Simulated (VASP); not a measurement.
# Fe (Pm-3m) in VASP: notebook

The runs below take Fe through density of states, with PBE.

Everything below comes from runs of VASP 6.6.1. Logs are shortened: lines on timing, memory, paths and dates and some standing lists are left out, and cuts for length are marked.

## 1. The cell of the first run

It takes space group Pm-3m (No. 221, cubic). The conventional cell has a = 1.789 Å, b = 1.789 Å, c = 1.789 Å, α = 90.00°, β = 90.00°, γ = 90.00°. Fe (site symmetry m-3m) has 6 Fe at 1.79 Å within 2.4 Å.

## 2. Density of states, PBE, collinear spin, ferromagnetic start (volume scaled by 0.43)

Contents of POSCAR:

```
Fe
1.0
    1.7888956576      0.0000000000      0.0000000000
    0.0000000000      1.7888956576      0.0000000000
    0.0000000000      0.0000000000      1.7888956576
Fe
1
Direct
    0.0000000000      0.0000000000      0.0000000000
```

Contents of INCAR.step1:

```
SYSTEM = Fe
PREC     = Accurate       ! precision mode
ENCUT    = 520            ! plane-wave cutoff, eV
EDIFF    = 1E-7           ! SCF threshold, eV
ISMEAR   = -1             ! smearing method
SIGMA    = 0.1            ! smearing width, eV
LREAL    = .False.        ! projectors in reciprocal space
LASPH    = .True.         ! aspherical terms in the spheres
NELM     = 150            ! most SCF steps
ALGO     = Normal         ! electronic algorithm
ISIF     = 2              ! what is computed and relaxed
LWAVE    = .False.        ! write WAVECAR
LCHARG   = .True.         ! write CHGCAR
ISPIN    = 2              ! spin polarisation
MAGMOM   = 2.5            ! initial moments
LMAXMIX  = 4              ! l up to which the mixer works
GGA      = PE             ! functional
NBANDS   = 14             ! bands
```

Contents of KPOINTS.step1:

```
regular mesh
0
Gamma
  18 18 18
  0 0 0
```

Contents of INCAR.step2:

```
SYSTEM = Fe
PREC     = Accurate       ! precision mode
ENCUT    = 520            ! plane-wave cutoff, eV
EDIFF    = 1E-7           ! SCF threshold, eV
ISMEAR   = -5             ! smearing method
SIGMA    = 0.1            ! smearing width, eV
LREAL    = .False.        ! projectors in reciprocal space
LASPH    = .True.         ! aspherical terms in the spheres
NELM     = 150            ! most SCF steps
ALGO     = Normal         ! electronic algorithm
ISIF     = 2              ! what is computed and relaxed
LWAVE    = .False.        ! write WAVECAR
LCHARG   = .False.        ! write CHGCAR
ISPIN    = 2              ! spin polarisation
MAGMOM   = 2.5            ! initial moments
LORBIT   = 10             ! projections on sites
LMAXMIX  = 4              ! l up to which the mixer works
GGA      = PE             ! functional
NEDOS    = 1001           ! points of the DOS
ICHARG   = 11             ! starting density
```

Contents of KPOINTS.step2:

```
regular mesh
0
Gamma
  27 27 27
  0 0 0
```

Potentials or basis: VASP PAW PBE potentials, release 64 (Fe).

Launch:

```bash
$ cat potpaw_PBE.64/Fe/POTCAR > POTCAR
$ cp INCAR.step1 INCAR
$ cp KPOINTS.step1 KPOINTS
$ mpirun -np 1 vasp_std > vasp.out
$ cp INCAR.step2 INCAR
$ cp KPOINTS.step2 KPOINTS
$ mpirun -np 1 vasp_std > vasp.out
```

OUTCAR:

```text
SYSTEM = Fe
   PREC = Accurate
   ENCUT = 520
   EDIFF = 1E-7
   ISMEAR = -5
   LREAL = .False.
   LASPH = .True.
   NELM = 150
   ISIF = 2
   ISPIN = 2
   LORBIT = 10
   GGA = PE
   ICHARG = 11

 ion  position               nearest neighbor table
   1  0.000  0.000  0.000-

  LATTYP: Found a simple cubic cell.
 ALAT       =     1.7888956576

  Lattice vectors:

 A1 = (   1.7888956576,   0.0000000000,   0.0000000000)
 A2 = (   0.0000000000,   1.7888956576,   0.0000000000)
 A3 = (   0.0000000000,   0.0000000000,   1.7888956576)

Analysis of symmetry for initial positions (statically):
=====================================================================
 Subroutine PRICEL returns:
 Original cell was already a primitive cell.

 Routine SETGRP: Setting up the symmetry group for a
 simple cubic supercell.

 Subroutine GETGRP returns: Found 48 space group operations
 (whereof 48 operations were pure point group operations)
 out of a pool of 48 trial point group operations.

The static configuration has the point symmetry O_h .

Analysis of symmetry for dynamics (positions and initial velocities):
=====================================================================
 Subroutine PRICEL returns:
 Original cell was already a primitive cell.

 Routine SETGRP: Setting up the symmetry group for a
 simple cubic supercell.

 Subroutine GETGRP returns: Found 48 space group operations
 (whereof 48 operations were pure point group operations)
 out of a pool of 48 trial point group operations.

The dynamic configuration has the point symmetry O_h .

Analysis of structural, dynamic, and magnetic symmetry:
=====================================================================
 Subroutine PRICEL returns:
 Original cell was already a primitive cell.

 Routine SETGRP: Setting up the symmetry group for a
 simple cubic supercell.

 Subroutine GETGRP returns: Found 48 space group operations
 (whereof 48 operations were pure point group operations)
 out of a pool of 48 trial point group operations.

The overall configuration has the point symmetry O_h .

 Subroutine INISYM returns: Found 48 space group operations
 (whereof 48 operations are pure point group operations),
 and found     1 'primitive' translations

----------------------------------------------------------------------------------------

                                     Primitive cell

  volume of cell :       5.7247

  direct lattice vectors                    reciprocal lattice vectors
     1.788895658  0.000000000  0.000000000     0.559004096  0.000000000  0.000000000
     0.000000000  1.788895658  0.000000000     0.000000000  0.559004096  0.000000000
[... 113 lines left out ...]
   IVDW    =     0    specifies the selected vdW correction
   LEPSILON=     F    determine dielectric tensor
   LRPA    =     F    only Hartree local field effects (RPA)
 spin polarized calculation
 Fermi weights with tetrahedron method with Bloechl corrections
  energy-cutoff  :      520.00
  volume of cell :        5.72
 maximum number of plane-waves:       171
 NGX is ok and might be reduce to    14

 number of electron       7.9999993 magnetization       0.0000023

 Free energy of the ion-electron system (eV)
  ---------------------------------------------------
  ext. energy  EPLUGINS =         0.00000000
  ---------------------------------------------------
  free energy    TOTEN  =        -0.58057337 eV

  energy without entropy =       -0.58057337  energy(sigma->0) =       -0.58057337

 E-fermi :  16.5838     XC(G=0): -17.3062

 val. band max:       16.6366691365   @ k =   0.2593   0.2593   0.0000
 cond. band min:      16.5424552216   @ k =   0.1852   0.1852   0.1481
 fundamental gap:     -0.0942139148
 Fermi energy:        16.5838150549

 spin component 1

 k-point     1 :       0.0000    0.0000    0.0000
  band No.  band energies     occupation
      1       4.1566      1.00000
      2       6.7330      1.00000
      3       6.7330      1.00000
      4      19.0664      0.00000
      5      19.0664      0.00000
      6      19.0664      0.00000
      7      48.1748      0.00000
      8      48.1748      0.00000
      9      48.1748      0.00000
[... 265 lines left out ...]
 k-point    24 :       0.3704    0.0370    0.0000
  band No.  band energies     occupation
      1       8.2500      1.00000
      2       8.6618      1.00000
      3      13.0516      1.00000
      4      15.0791      1.00000
      5      15.4279      1.00742
      6      19.3692      0.00000
      7      32.1023      0.00000
      8      48.2487      0.00000
      9      55.9407      0.00000

 [... further k-points ...]

 spin component 2

 k-point     1 :       0.0000    0.0000    0.0000
  band No.  band energies     occupation
      1       4.1566      1.00000
      2       6.7330      1.00000
      3       6.7330      1.00000
      4      19.0664      0.00000
      5      19.0664      0.00000
      6      19.0664      0.00000
      7      48.1748      0.00000
      8      48.1748      0.00000
      9      48.1748      0.00000
[... 265 lines left out ...]
 k-point    24 :       0.3704    0.0370    0.0000
  band No.  band energies     occupation
      1       8.2500      1.00000
      2       8.6618      1.00000
      3      13.0516      1.00000
      4      15.0791      1.00000
      5      15.4279      1.00742
      6      19.3692      0.00000
      7      32.1023      0.00000
      8      48.2487      0.00000
      9      55.8111      0.00000

 [... further k-points ...]
[... 5 lines left out ...]
  --------------------------------------------------------------------------------------
  -------------------------------------------------------------------------------------
  Total       23.2153714     23.2153714     23.2153714      0.0000000     -0.0000000      0.0000000
  in kB     6497.2741028   6497.2741028   6497.2741028      0.0000000     -0.0000000      0.0000000
  external PRESSURE =    6497.2741028 kB  Pullay stress =       0.0000000 kB

 VOLUME and BASIS-vectors are now :
 -----------------------------------------------------------------------------
  energy-cutoff  :      520.00
  volume of cell :        5.72
      direct lattice vectors                 reciprocal lattice vectors
     1.788895658  0.000000000  0.000000000     0.559004096  0.000000000  0.000000000
     0.000000000  1.788895658  0.000000000     0.000000000  0.559004096  0.000000000
     0.000000000  0.000000000  1.788895658     0.000000000  0.000000000  0.559004096

 POSITION                                       TOTAL-FORCE (eV/Angst)
 -----------------------------------------------------------------------------------
      0.00000      0.00000      0.00000         0.000000      0.000000      0.000000
 -----------------------------------------------------------------------------------
    total drift:                               -0.000000     -0.000000     -0.000000

  FREE ENERGIE OF THE ION-ELECTRON SYSTEM (eV)
  ---------------------------------------------------
  free  energy   TOTEN  =        -0.5805733670 eV

  energy  without entropy=       -0.5805733670  energy(sigma->0) =       -0.58057337

 total charge

# of ion       s       p       d       tot
------------------------------------------
    1        0.869   1.160   7.910   9.939

 magnetization (x)

# of ion       s       p       d       tot
------------------------------------------
    1       -0.000  -0.000   0.000   0.000
```

OSZICAR.step1:

```text
N       E                     dE             d eps       ncg     rms          rms(c)
DAV:   1     0.304015629631E+02    0.30402E+02   -0.38110E+03 14060   0.850E+02
DAV:   2     0.459559317095E+00   -0.29942E+02   -0.28182E+02 13738   0.148E+02
DAV:   3    -0.242828008240E+00   -0.70239E+00   -0.69902E+00 15800   0.220E+01
DAV:   4    -0.243796303937E+00   -0.96830E-03   -0.96826E-03 13760   0.763E-01
DAV:   5    -0.243796871593E+00   -0.56766E-06   -0.56899E-06 15182   0.182E-02    0.342E+01
DAV:   6    -0.694419386426E+00   -0.45062E+00   -0.13417E-01 14682   0.346E+00    0.199E+01
DAV:   7    -0.595318930971E+00    0.99100E-01   -0.29963E-01 14534   0.590E+00    0.135E+01
DAV:   8    -0.579055093103E+00    0.16264E-01   -0.12045E-02 16472   0.763E-01    0.288E+00
DAV:   9    -0.590512268000E+00   -0.11457E-01   -0.29958E-02 15848   0.195E+00    0.591E-01
DAV:  10    -0.591523185927E+00   -0.10109E-02   -0.31590E-04 13796   0.206E-01    0.757E-02
DAV:  11    -0.591538385970E+00   -0.15200E-04   -0.26306E-05 14518   0.584E-02    0.527E-02
DAV:  12    -0.591533955832E+00    0.44301E-05   -0.24877E-06 14710   0.192E-02    0.189E-02
DAV:  13    -0.591533084613E+00    0.87122E-06   -0.27992E-07 13584   0.659E-03    0.484E-03
DAV:  14    -0.591533280082E+00   -0.19547E-06   -0.44602E-08  8800   0.266E-03    0.148E-03
DAV:  15    -0.591533452649E+00   -0.17257E-06   -0.87378E-09  7000   0.993E-04    0.742E-04
DAV:  16    -0.591533403964E+00    0.48685E-07   -0.11776E-09  6874   0.402E-04
   1 F= -.59153340E+00 E0= -.57853629E+00  d E =-.259942E-01  mag=     0.0000
```

It took 49 s on 1 thread of Intel Xeon Platinum 8259CL at 2.50GHz (Skylake/Cascade Lake), shared host; peak memory 0.18 GiB.

Results:

```yaml
Net_moment: 0.00 μB per cell
```

Caveat: the starting moments collapsed, and a magnetic state may lie lower; tetrahedron occupations give inexact forces and stress in metals.

(Continued in part 2 of 2.)
